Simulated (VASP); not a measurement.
# LiH (I4/mmm) in VASP: notebook, part 2 of 3

VASP 6.6.1. The steps go on from the part before.

### 3 Single point, r2SCAN (strain +0.0300 x Voigt [0, 1, 0, 0, 0, 0])

The input, POSCAR:

```
LiH
1.0
    0.0000000000      2.0934750000      2.0325000000
    2.0325000000      0.0000000000      2.0325000000
    2.0325000000      2.0934750000      0.0000000000
Li H
1 1
Direct
    0.0000000000      0.0000000000      0.0000000000
    0.5000000000      0.5000000000      0.5000000000
```

The input, INCAR.step1:

```
PREC     = Accurate       # precision mode
ENCUT    = 520            # plane-wave cutoff, eV
ISMEAR   = 0              # smearing method
SIGMA    = 0.05           # smearing width, eV
LREAL    = F              # projectors in reciprocal space
LASPH    = T              # aspherical terms in the spheres
NELM     = 80             # most SCF steps
NBANDS   = 9              # bands
GGA      = PE             # functional
ALGO     = Normal         # electronic algorithm
EDIFF    = 1E-4           # SCF threshold, eV
LWAVE    = T              # write WAVECAR
LCHARG   = F              # write CHGCAR
```

The input, INCAR.step2:

```
PREC     = Accurate       # precision mode
ENCUT    = 520            # plane-wave cutoff, eV
EDIFF    = 1E-6           # SCF threshold, eV
ISMEAR   = 0              # smearing method
SIGMA    = 0.05           # smearing width, eV
LREAL    = F              # projectors in reciprocal space
LASPH    = T              # aspherical terms in the spheres
NELM     = 80             # most SCF steps
ALGO     = Normal         # electronic algorithm
ISIF     = 2              # what is computed and relaxed
LWAVE    = F              # write WAVECAR
LCHARG   = T              # write CHGCAR
METAGGA  = R2SCAN         # meta-GGA
LMIXTAU  = T            
LELF     = T              # ELF
LVHAR    = T            
NBANDS   = 9              # bands
ISTART   = 1
```

The input, KPOINTS:

```
regular mesh
0
Gamma
  10 10 10
```

Potentials or basis: VASP PAW PBE potentials, release 64 (Li_sv, H).

Started as:

```bash
$ cat potpaw_PBE.64/Li_sv/POTCAR potpaw_PBE.64/H/POTCAR > POTCAR
$ cp INCAR.step1 INCAR
$ mpirun -np 1 vasp_std > vasp.out
$ cp INCAR.step2 INCAR
$ mpirun -np 1 vasp_std > vasp.out
```

OUTCAR:

```text
PREC = Accurate
   ENCUT = 520
   EDIFF = 1E-6
   ISMEAR = 0
   LREAL = F
   LASPH = T
   NELM = 80
   ISIF = 2
   METAGGA = R2SCAN
   ISTART = 1

 ion  position               nearest neighbor table
   1  0.000  0.000  0.000-
   2  0.500  0.500  0.500-

  LATTYP: Found a body centered tetragonal cell.
 ALAT       =     2.8743890655
 C/A-ratio  =     1.4566399692

  Lattice vectors:

 A1 = (   0.0000000000,  -2.0934750000,   2.0325000000)
 A2 = (   0.0000000000,  -2.0934750000,  -2.0325000000)
 A3 = (   2.0325000000,   2.0934750000,   0.0000000000)

Analysis of symmetry for initial positions (statically):
=====================================================================
 Subroutine PRICEL returns:
 Original cell was already a primitive cell.

 Routine SETGRP: Setting up the symmetry group for a
 body centered tetragonal supercell.

 Subroutine GETGRP returns: Found 16 space group operations
 (whereof 16 operations were pure point group operations)
 out of a pool of 16 trial point group operations.

The static configuration has the point symmetry D_4h.

Analysis of symmetry for dynamics (positions and initial velocities):
=====================================================================
 Subroutine PRICEL returns:
 Original cell was already a primitive cell.

 Routine SETGRP: Setting up the symmetry group for a
 body centered tetragonal supercell.

 Subroutine GETGRP returns: Found 16 space group operations
 (whereof 16 operations were pure point group operations)
 out of a pool of 16 trial point group operations.

The dynamic configuration has the point symmetry D_4h.

 Subroutine INISYM returns: Found 16 space group operations
 (whereof 16 operations are pure point group operations),
 and found     1 'primitive' translations

----------------------------------------------------------------------------------------

                                     Primitive cell

  volume of cell :      17.2965

  direct lattice vectors                    reciprocal lattice vectors
     0.000000000  2.093475000  2.032500000    -0.246002460  0.238837340  0.246002460
     2.032500000  0.000000000  2.032500000     0.246002460 -0.238837340  0.246002460
     2.032500000  2.093475000  0.000000000     0.246002460  0.238837340 -0.246002460

  length of vectors
     2.917823474  2.874389066  2.917823474     0.421992530  0.421992530  0.421992530

  position of ions in fractional coordinates (direct lattice)
     0.000000000  0.000000000  0.000000000
     0.500000000  0.500000000  0.500000000

  ion indices of the primitive-cell ions
   primitive index   ion index
                 1           1
                 2           2

----------------------------------------------------------------------------------------

 KPOINTS: regular mesh

Automatic generation of k-mesh.
 Grid dimensions read from file:
 generate k-points for:   10   10   10

 Generating k-lattice:

  Cartesian coordinates                     Fractional coordinates (reciprocal lattice)
    -0.024600246  0.023883734  0.024600246     0.100000000  0.000000000  0.000000000
     0.024600246 -0.023883734  0.024600246    -0.000000000  0.100000000 -0.000000000
     0.024600246  0.023883734 -0.024600246     0.000000000  0.000000000  0.100000000

  Length of vectors
     0.042199253  0.042199253  0.042199253

  Shift w.r.t. Gamma in fractional coordinates (k-lattice)
     0.000000000  0.000000000  0.000000000

 Subroutine IBZKPT returns following result:
 ===========================================

 Found    102 irreducible k-points:

 Following reciprocal coordinates:
            Coordinates               Weight
  0.000000  0.000000  0.000000      1.000000
  0.100000  0.000000 -0.000000      8.000000
  0.200000  0.000000 -0.000000      8.000000
  0.300000  0.000000  0.000000      8.000000
  0.400000  0.000000  0.000000      8.000000
  0.500000  0.000000 -0.000000      4.000000
[... 16 lines left out ...]
  0.300000  0.300000  0.000000      4.000000
  0.400000  0.300000  0.000000     16.000000
 [... further k-points ...]
   k-points           NKPTS =    102   k-points in BZ     NKDIM =    102   number of bands    NBANDS=      9
   number of dos      NEDOS =    301   number of ions     NIONS =      2
   total plane-waves  NPLWV =  13824
   dimension x,y,z NGX =    24 NGY =   24 NGZ =   24
   dimension x,y,z NGXF=    48 NGYF=   48 NGZF=   48
   ions per type =               1   1
   NGX,Y,Z   is equivalent  to a cutoff of  13.67, 13.88, 13.67 a.u.
   NGXF,Y,Z  is equivalent  to a cutoff of  27.35, 27.76, 27.35 a.u.
 SYSTEM =  unknown system
   PREC   = accura    normal or accurate (medium, high low for compatibility)
   ISTART =      1    job   : 0-new  1-cont  2-samecut
   ICHARG =      0    charge: 1-file 2-atom 10-const
   ISPIN  =      1    spin polarized calculation?
   LNONCOLLINEAR =      F non collinear calculations
   LSORBIT =      F    spin-orbit coupling
   LASPH  =      T    aspherical Exc in radial PAW
   ENCUT  =  520.0 eV  38.22 Ry    6.18 a.u.   5.43  5.34  5.43*2*pi/ulx,y,z
   NELM   =     80;   NELMIN=  2; NELMDL=  0     # of ELM steps
   EDIFF  = 0.1E-05   stopping-criterion for ELM
   LREAL  =      F    real-space projection
   EDIFFG = 0.1E-04   stopping-criterion for IOM
   NSW    =      0    number of steps for IOM
   IBRION =     -1    ionic relax: 0-MD 1-quasi-New 2-CG
   NFREE  =      0    steps in history (QN), initial steepest desc. (CG)
   ISIF   =      2    stress and relaxation
   ISYM   =      2    0-nonsym 1-usesym 2-fastsym
   POTIM  = 0.5000    time-step for ionic-motion
   TEBEG  =    0.0;   TEEND  =   0.0 temperature during run
   PSTRESS=    0.0 pullay stress
   NELECT =       4.0000    total number of electrons
   NUPDOWN=      -1.0000    fix difference up-down
   EMIN   =  10.00;   EMAX   =-10.00  energy-range for DOS
   EFERMI =   0.00;   METHOD = LEGACY
   ISMEAR =     0;   SIGMA  =   0.05  broadening in eV -4-tet -1-fermi 0-gaus
   EFERMI_NEDOS =   21; number of points for ismear=-14 and -15
   IALGO  =     38    algorithm
   IMIX   =      4    mixing-type and parameters
     AMIX     =   0.40;   BMIX     =  1.00
     AMIX_MAG =   1.60;   BMIX_MAG =  1.00
  volume/ion in A,a.u.               =       8.65        58.36
  Fermi-wavevector in a.u.,A,eV,Ry     =   1.004867  1.898923 13.738584  1.009757
  Thomas-Fermi vector in A             =   2.137510
   LORBIT       =      0    0 simple, 1 ext, 2 COOP (PROOUT), +10 PAW based schemes
   METAGGA = R2SCAN    functional components
   LHFCALC =     F    Hartree Fock is set to
   AEXX    =    0.0000 exact exchange contribution
   IVDW    =     0    specifies the selected vdW correction
   LEPSILON=     F    determine dielectric tensor
   LRPA    =     F    only Hartree local field effects (RPA)
 non-spin polarized calculation
 Gauss-broadening in eV      SIGMA  =   0.05
  energy-cutoff  :      520.00
  volume of cell :       17.30
 maximum number of plane-waves:       485
 NGX is ok and might be reduce to    24
   NGX = 11   NGY = 11   NGZ = 11

 number of electron       4.0000004 magnetization

 Free energy of the ion-electron system (eV)
  ---------------------------------------------------
  ext. energy  EPLUGINS =         0.00000000
  ---------------------------------------------------
  free energy    TOTEN  =        -6.80558254 eV

  energy without entropy =       -6.80558254  energy(sigma->0) =       -6.80558254

 E-fermi :  -0.1543     XC(G=0):  -8.5772

 val. band max:       -0.4319069481   @ k =   0.5000   0.5000   0.0000
 cond. band min:       2.8619317306   @ k =   0.5000   0.0000   0.5000
 fundamental gap:      3.2938386787
 Fermi energy:        -0.1543309723

 k-point     1 :       0.0000    0.0000    0.0000
  band No.  band energies     occupation
      1     -46.3096      2.00000
      2      -5.6823      2.00000
      3      16.1452      0.00000
      4      18.0342      0.00000
      5      18.0348      0.00000
      6      18.3071      0.00000
      7      22.3392      0.00000
      8      22.5145      0.00000
      9      22.5147      0.00000

 k-point     2 :       0.1000    0.0000   -0.0000
  band No.  band energies     occupation
      1     -46.3064      2.00000
      2      -5.5069      2.00000
      3      14.6070      0.00000
      4      17.0696      0.00000
      5      17.6797      0.00000
      6      17.7383      0.00000
      7      22.2073      0.00000
      8      23.3575      0.00000
      9      23.3840      0.00000
[... 253 lines left out ...]
 k-point    24 :       0.4000    0.3000    0.0000
  band No.  band energies     occupation
      1     -46.2727      2.00000
      2      -2.5834      2.00000
      3       6.7768      0.00000
      4      10.4567      0.00000
      5      11.7226      0.00000
      6      16.2299      0.00000
      7      17.8237      0.00000
      8      29.0196      0.00000
      9      30.1720      0.00000

 [... further k-points ...]
[... 5 lines left out ...]
  --------------------------------------------------------------------------------------
  -------------------------------------------------------------------------------------
  Total       -0.2482954     -0.4045631     -0.2482954     -0.0000000      0.0000000      0.0000000
  in kB      -22.9996013    -37.4746805    -22.9996013     -0.0000000      0.0000000      0.0000000
  external PRESSURE =     -27.8246277 kB  Pullay stress =       0.0000000 kB

 VOLUME and BASIS-vectors are now :
 -----------------------------------------------------------------------------
  energy-cutoff  :      520.00
  volume of cell :       17.30
      direct lattice vectors                 reciprocal lattice vectors
     0.000000000  2.093475000  2.032500000    -0.246002460  0.238837340  0.246002460
     2.032500000  0.000000000  2.032500000     0.246002460 -0.238837340  0.246002460
     2.032500000  2.093475000  0.000000000     0.246002460  0.238837340 -0.246002460

 POSITION                                       TOTAL-FORCE (eV/Angst)
 -----------------------------------------------------------------------------------
      0.00000      0.00000      0.00000        -0.000000      0.000000      0.000000
      2.03250      2.09348      2.03250         0.000000     -0.000000     -0.000000
 -----------------------------------------------------------------------------------
    total drift:                                0.000000     -0.000000     -0.000000

  FREE ENERGIE OF THE ION-ELECTRON SYSTEM (eV)
  ---------------------------------------------------
  free  energy   TOTEN  =        -6.8055825368 eV

  energy  without entropy=       -6.8055825368  energy(sigma->0) =       -6.80558254
```

It took 67 s on 1 thread of Intel Xeon 8259CL, shared host; peak memory 0.14 GiB.

What came out:

| Item | Value |
| --- | --- |
| Free energy | -6.8056 eV |
| Band gap on the k mesh | 3.29 eV (least direct gap 3.51 eV) |

Levels at points of the mesh, in eV from the valence-band top:
| k point | band 1 | band 2 | band 3 | band 4 | band 5 | band 6 |
| --- | --- | --- | --- | --- | --- | --- |
| (0.00, 0.00, 0.00) | -45.88 | -5.25 | 16.58 | 18.47 | 18.47 | 18.74 |
| (0.50, 0.00, 0.00) | -45.84 | -2.51 | 5.42 | 14.18 | 17.16 | 17.69 |
| (0.50, 0.50, 0.00) | -45.83 | 0.00 | 3.68 | 11.02 | 11.27 | 14.38 |
| (0.50, 0.00, 0.50) | -45.84 | -0.22 | 3.29 | 11.62 | 11.62 | 14.82 |

Caveat: the cell differs from its parent crystal (strain +0.0300 x Voigt [0, 1, 0, 0, 0, 0]); the cutoff is under 1.25 times the usual one of these potentials, so pressure, stress and relaxed cells hold a basis-set (Pulay) error; the PAW data sets were made with another functional, which shifts forces and pressure a little.

### 4 Single point, r2SCAN (strain +0.0200 x Voigt [0, 1, 0, 0, 0, 0])

The input, POSCAR:

```
LiH
1.0
    0.0000000000      2.0731500000      2.0325000000
    2.0325000000      0.0000000000      2.0325000000
    2.0325000000      2.0731500000      0.0000000000
Li H
1 1
Direct
    0.0000000000      0.0000000000      0.0000000000
    0.5000000000      0.5000000000      0.5000000000
```

INCAR.step1 is that of step 3.

Changes to INCAR.step2 since step 3:

```diff
@@ -11,7 +11,5 @@
 LWAVE    = F              # write WAVECAR
-LCHARG   = T              # write CHGCAR
+LCHARG   = F              # write CHGCAR
 METAGGA  = R2SCAN         # meta-GGA
 LMIXTAU  = T            
-LELF     = T              # ELF
-LVHAR    = T            
 NBANDS   = 9              # bands
```

KPOINTS is that of step 3.

Started as:

```bash
$ cat potpaw_PBE.64/Li_sv/POTCAR potpaw_PBE.64/H/POTCAR > POTCAR
$ cp INCAR.step1 INCAR
$ mpirun -np 1 vasp_std > vasp.out
$ cp INCAR.step2 INCAR
$ mpirun -np 1 vasp_std > vasp.out
```

Run time: 74 s. Hardware: 1 thread of Intel Xeon 8259CL, shared host; peak memory 0.14 GiB.

The run converged. Its results:

```
Free energy            : -6.8090 eV
Band gap on the k mesh : 3.40 eV (least direct gap 3.54 eV)
```

Levels at points of the mesh, in eV from the valence-band top:
```
           k point  band 1  band 2  band 3  band 4  band 5  band 6  band 7
(0.00, 0.00, 0.00)  -45.85   -5.26   16.74   18.62   18.62   18.81   22.94
(0.50, 0.00, 0.00)  -45.81   -2.51    5.46   14.31   17.33   17.71   18.92
(0.50, 0.50, 0.00)  -45.80    0.00    3.66   11.18   11.36   14.50   18.17
(0.50, 0.00, 0.50)  -45.80   -0.15    3.40   11.59   11.59   14.80   18.32
```

Caveat: the cell differs from its parent crystal (strain +0.0200 x Voigt [0, 1, 0, 0, 0, 0]); the cutoff is under 1.25 times the usual one of these potentials, so pressure, stress and relaxed cells hold a basis-set (Pulay) error; the PAW data sets were made with another functional, which shifts forces and pressure a little. A k mesh can miss the band edges.

(Part 2 of 3 ends here.)
